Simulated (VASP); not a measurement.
# TaN (zincblende type) (F-43m) in VASP: a series of runs

The runs below take TaN (zincblende type) through single point, with PBE.

Everything below comes from runs of VASP 6.6.1. Logs are shortened: lines on timing, memory, paths and dates and some standing lists are left out, and cuts for length are marked.

## Step 1: The cell of the first run

Symmetry: F-43m, No. 216, cubic system. Conventional cell: a = 4.466 Å, b = 4.466 Å, c = 4.466 Å, α = 90.00°, β = 90.00°, γ = 90.00°. Ta (site symmetry -43m) has 4 N at 1.93 Å within 2.6 Å. N (site symmetry -43m) has 4 Ta at 1.93 Å within 2.6 Å.

## Step 2: Single point, PBE

The input, INCAR:

```
SYSTEM = TaN
  PREC = Accurate
  ENCUT = 600
  EDIFF = 1E-6
  ISMEAR = -1
  SIGMA = 0.08
  LREAL = .False.
  LASPH = .True.
  NELM = 120
  ALGO = Normal
  ISIF = 2
  LWAVE = .False.
  LCHARG = .False.
  GGA = PE
  NBANDS = 15
  GGA_COMPAT = .False.
```

The input, KPOINTS:

```
Automatic mesh
0
Gamma
  15 15 15
  0 0 0
```

The input, POSCAR:

```
TaN
1.0
    0.0000000000      2.2330777189      2.2330777189
    2.2330777189      0.0000000000      2.2330777189
    2.2330777189      2.2330777189      0.0000000000
Ta N
1 1
Direct
    0.0000000000      0.0000000000      0.0000000000
    0.2500000000      0.2500000000      0.2500000000
```

Potentials or basis: VASP PAW PBE potentials, release 64 (Ta_pv, N).

The run is started by

```
cat potpaw_PBE.64/Ta_pv/POTCAR potpaw_PBE.64/N/POTCAR > POTCAR
mpirun -np 1 vasp_std > vasp.out
```

OUTCAR:

```text
SYSTEM = TaN
   PREC = Accurate
   ENCUT = 600
   EDIFF = 1E-6
   ISMEAR = -1
   LREAL = .False.
   LASPH = .True.
   NELM = 120
   ISIF = 2
   GGA = PE

 ion  position               nearest neighbor table
   1  0.000  0.000  0.000-   2 1.93   2 1.93   2 1.93   2 1.93
   2  0.250  0.250  0.250-   1 1.93   1 1.93   1 1.93   1 1.93

  LATTYP: Found a face centered cubic cell.
 ALAT       =     4.4661554378

  Lattice vectors:

 A1 = (   0.0000000000,   2.2330777189,   2.2330777189)
 A2 = (   2.2330777189,   0.0000000000,   2.2330777189)
 A3 = (   2.2330777189,   2.2330777189,   0.0000000000)

Analysis of symmetry for initial positions (statically):
=====================================================================
 Subroutine PRICEL returns:
 Original cell was already a primitive cell.

 Routine SETGRP: Setting up the symmetry group for a
 face centered cubic supercell.

 Subroutine GETGRP returns: Found 24 space group operations
 (whereof 24 operations were pure point group operations)
 out of a pool of 48 trial point group operations.

The static configuration has the point symmetry T_d .

Analysis of symmetry for dynamics (positions and initial velocities):
=====================================================================
 Subroutine PRICEL returns:
 Original cell was already a primitive cell.

 Routine SETGRP: Setting up the symmetry group for a
 face centered cubic supercell.

 Subroutine GETGRP returns: Found 24 space group operations
 (whereof 24 operations were pure point group operations)
 out of a pool of 48 trial point group operations.

The dynamic configuration has the point symmetry T_d .

 Subroutine INISYM returns: Found 24 space group operations
 (whereof 24 operations are pure point group operations),
 and found     1 'primitive' translations

----------------------------------------------------------------------------------------

                                     Primitive cell

  volume of cell :      22.2711

  direct lattice vectors                    reciprocal lattice vectors
     0.000000000  2.233077719  2.233077719    -0.223906224  0.223906224  0.223906224
     2.233077719  0.000000000  2.233077719     0.223906224 -0.223906224  0.223906224
     2.233077719  2.233077719  0.000000000     0.223906224  0.223906224 -0.223906224

  length of vectors
     3.158048796  3.158048796  3.158048796     0.387816956  0.387816956  0.387816956

  position of ions in fractional coordinates (direct lattice)
     0.000000000  0.000000000  0.000000000
     0.250000000  0.250000000  0.250000000

  ion indices of the primitive-cell ions
   primitive index   ion index
                 1           1
                 2           2

----------------------------------------------------------------------------------------

 KPOINTS: Automatic mesh

Automatic generation of k-mesh.
 Grid dimensions read from file:
 generate k-points for:   15   15   15

 Generating k-lattice:

  Cartesian coordinates                     Fractional coordinates (reciprocal lattice)
    -0.014927082  0.014927082  0.014927082     0.066666667  0.000000000  0.000000000
     0.014927082 -0.014927082  0.014927082     0.000000000  0.066666667  0.000000000
     0.014927082  0.014927082 -0.014927082     0.000000000  0.000000000  0.066666667

  Length of vectors
     0.025854464  0.025854464  0.025854464

  Shift w.r.t. Gamma in fractional coordinates (k-lattice)
     0.000000000  0.000000000  0.000000000

 Subroutine IBZKPT returns following result:
 ===========================================

 Found    120 irreducible k-points:

 Following reciprocal coordinates:
            Coordinates               Weight
  0.000000  0.000000  0.000000      1.000000
  0.066667  0.000000  0.000000      8.000000
  0.133333  0.000000  0.000000      8.000000
  0.200000  0.000000  0.000000      8.000000
  0.266667  0.000000  0.000000      8.000000
  0.333333  0.000000  0.000000      8.000000
[... 16 lines left out ...]
  0.133333  0.133333  0.000000      6.000000
  0.200000  0.133333  0.000000     24.000000
 [... further k-points ...]
   k-points           NKPTS =    120   k-points in BZ     NKDIM =    120   number of bands    NBANDS=     15
   number of dos      NEDOS =    301   number of ions     NIONS =      2
   total plane-waves  NPLWV =  21952
   dimension x,y,z NGX =    28 NGY =   28 NGZ =   28
   dimension x,y,z NGXF=    56 NGYF=   56 NGZF=   56
   ions per type =               1   1
   NGX,Y,Z   is equivalent  to a cutoff of  14.74, 14.74, 14.74 a.u.
   NGXF,Y,Z  is equivalent  to a cutoff of  29.48, 29.48, 29.48 a.u.
 SYSTEM =  TaN
   PREC   = accura    normal or accurate (medium, high low for compatibility)
   ISTART =      0    job   : 0-new  1-cont  2-samecut
   ICHARG =      2    charge: 1-file 2-atom 10-const
   ISPIN  =      1    spin polarized calculation?
   LNONCOLLINEAR =      F non collinear calculations
   LSORBIT =      F    spin-orbit coupling
   LASPH  =      T    aspherical Exc in radial PAW
   ENCUT  =  600.0 eV  44.10 Ry    6.64 a.u.   6.31  6.31  6.31*2*pi/ulx,y,z
   NELM   =    120;   NELMIN=  2; NELMDL= -5     # of ELM steps
   EDIFF  = 0.1E-05   stopping-criterion for ELM
   LREAL  =      F    real-space projection
   EDIFFG = 0.1E-04   stopping-criterion for IOM
   NSW    =      0    number of steps for IOM
   IBRION =     -1    ionic relax: 0-MD 1-quasi-New 2-CG
   NFREE  =      0    steps in history (QN), initial steepest desc. (CG)
   ISIF   =      2    stress and relaxation
   ISYM   =      2    0-nonsym 1-usesym 2-fastsym
   POTIM  = 0.5000    time-step for ionic-motion
   TEBEG  =    0.0;   TEEND  =   0.0 temperature during run
   PSTRESS=    0.0 pullay stress
   NELECT =      16.0000    total number of electrons
   NUPDOWN=      -1.0000    fix difference up-down
   EMIN   =  10.00;   EMAX   =-10.00  energy-range for DOS
   EFERMI =   0.00;   METHOD = LEGACY
   ISMEAR =    -1;   SIGMA  =   0.08  broadening in eV -4-tet -1-fermi 0-gaus
   EFERMI_NEDOS =   21; number of points for ismear=-14 and -15
   IALGO  =     38    algorithm
   IMIX   =      4    mixing-type and parameters
     AMIX     =   0.40;   BMIX     =  1.00
     AMIX_MAG =   1.60;   BMIX_MAG =  1.00
  volume/ion in A,a.u.               =      11.14        75.15
  Fermi-wavevector in a.u.,A,eV,Ry     =   1.466226  2.770766 29.250069  2.149819
  Thomas-Fermi vector in A             =   2.581989
   LORBIT       =      0    0 simple, 1 ext, 2 COOP (PROOUT), +10 PAW based schemes
   GGA     = PE    functional components
   LHFCALC =     F    Hartree Fock is set to
   AEXX    =    0.0000 exact exchange contribution
   IVDW    =     0    specifies the selected vdW correction
   LEPSILON=     F    determine dielectric tensor
   LRPA    =     F    only Hartree local field effects (RPA)
 non-spin polarized calculation
  energy-cutoff  :      600.00
  volume of cell :       22.27
 maximum number of plane-waves:       756
 NGX is ok and might be reduce to    28
   NGX = 13   NGY = 13   NGZ = 13

 number of electron      16.0000000 magnetization

 Free energy of the ion-electron system (eV)
  ---------------------------------------------------
  ext. energy  EPLUGINS =         0.00000000
  ---------------------------------------------------
  free energy    TOTEN  =       -20.64437808 eV

  energy without entropy =      -20.62507469  energy(sigma->0) =      -20.63472639

 E-fermi :   8.7888     XC(G=0): -12.9232

 val. band max:        8.7762058694   @ k =  -0.2667   0.4667   0.2000
 cond. band min:       8.7993950357   @ k =  -0.2667   0.3333   0.0667
 fundamental gap:      0.0231891663
 Fermi energy:         8.7887959525

 k-point     1 :       0.0000    0.0000    0.0000
  band No.  band energies     occupation
      1     -26.5219      2.00000
      2     -26.5219      2.00000
      3     -26.5219      2.00000
      4     -10.0845      2.00000
      5       0.5076      2.00000
      6       0.5076      2.00000
      7       0.5076      2.00000
      8       7.8835      1.99998
      9       9.3824      0.00120
     10       9.3824      0.00120
     11      15.5574      0.00000
     12      15.5574      0.00000
     13      15.5574      0.00000
     14      21.8477      0.00000
     15      24.0734      0.00000

 k-point     2 :       0.0667    0.0000    0.0000
  band No.  band energies     occupation
      1     -26.5648      2.00000
      2     -26.5273      2.00000
      3     -26.5273      2.00000
      4      -9.9970      2.00000
      5       0.4255      2.00000
      6       0.5568      2.00000
      7       0.5568      2.00000
      8       8.1453      1.99936
      9       9.2866      0.00396
     10       9.2866      0.00396
     11      15.4111      0.00000
     12      15.7204      0.00000
     13      15.7204      0.00000
     14      21.8457      0.00000
     15      22.8509      0.00000

 k-point     3 :       0.1333    0.0000    0.0000
  band No.  band energies     occupation
      1     -26.6839      2.00000
      2     -26.5424      2.00000
      3     -26.5424      2.00000
      4      -9.7564      2.00000
      5       0.2525      2.00000
      6       0.6916      2.00000
      7       0.6916      2.00000
      8       8.8215      0.79813
      9       9.0808      0.05067
     10       9.0808      0.05067
     11      15.0752      0.00000
     12      16.0695      0.00000
     13      16.0695      0.00000
     14      21.0953      0.00000
     15      21.8551      0.00000
[... 343 lines left out ...]
 k-point    23 :       0.1333    0.1333    0.0000
  band No.  band energies     occupation
      1     -26.6864      2.00000
      2     -26.5747      2.00000
      3     -26.5747      2.00000
      4      -9.6448      2.00000
      5      -0.0424      2.00000
      6       0.8806      2.00000
      7       0.8806      2.00000
      8       8.1602      1.99923
      9       9.2213      0.00894
     10       9.6985      0.00002
     11      15.7153      0.00000
     12      15.7153      0.00000
     13      15.9237      0.00000
     14      21.8205      0.00000
     15      22.1113      0.00000

 k-point    24 :       0.2000    0.1333    0.0000
  band No.  band energies     occupation
      1     -26.7985      2.00000
      2     -26.6017      2.00000
      3     -26.5959      2.00000
      4      -9.3899      2.00000
      5      -0.2189      2.00000
      6       1.0685      2.00000
      7       1.0886      2.00000
      8       7.7561      2.00000
      9       9.7990      0.00001
     10       9.8856      0.00000
     11      15.3663      0.00000
     12      15.7581      0.00000
     13      16.3045      0.00000
     14      20.7708      0.00000
     15      21.8538      0.00000

 [... further k-points ...]
[... 5 lines left out ...]
  --------------------------------------------------------------------------------------
  -------------------------------------------------------------------------------------
  Total        9.8177361      9.8177361      9.8177361      0.0000000      0.0000000      0.0000000
  in kB      706.2857171    706.2857171    706.2857171      0.0000000      0.0000000      0.0000000
  external PRESSURE =     706.2857171 kB  Pullay stress =       0.0000000 kB

 VOLUME and BASIS-vectors are now :
 -----------------------------------------------------------------------------
  energy-cutoff  :      600.00
  volume of cell :       22.27
      direct lattice vectors                 reciprocal lattice vectors
     0.000000000  2.233077719  2.233077719    -0.223906224  0.223906224  0.223906224
     2.233077719  0.000000000  2.233077719     0.223906224 -0.223906224  0.223906224
     2.233077719  2.233077719  0.000000000     0.223906224  0.223906224 -0.223906224

 POSITION                                       TOTAL-FORCE (eV/Angst)
 -----------------------------------------------------------------------------------
      0.00000      0.00000      0.00000        -0.000000     -0.000000      0.000000
      1.11654      1.11654      1.11654         0.000000      0.000000     -0.000000
 -----------------------------------------------------------------------------------
    total drift:                                0.000000      0.000000      0.000000

  FREE ENERGIE OF THE ION-ELECTRON SYSTEM (eV)
  ---------------------------------------------------
  free  energy   TOTEN  =       -20.6443780837 eV

  energy  without entropy=      -20.6250746923  energy(sigma->0) =      -20.63472639
```

Run time: 88 s. Hardware: 1 thread of Intel Xeon 8259CL, shared host; peak memory 0.2 GiB.

Results:

| Quantity | Value |
| --- | --- |
| Free energy | -20.6444 eV |
| Pressure | 70.6 GPa |
| Band gap on the k mesh | zero (bands 8 and 9 overlap by 1.28 eV) |

Caveat: the cell stands under pressure; spin-orbit coupling is left out, which moves the levels of the heavy elements.

(Continued in part 2 of 2.)
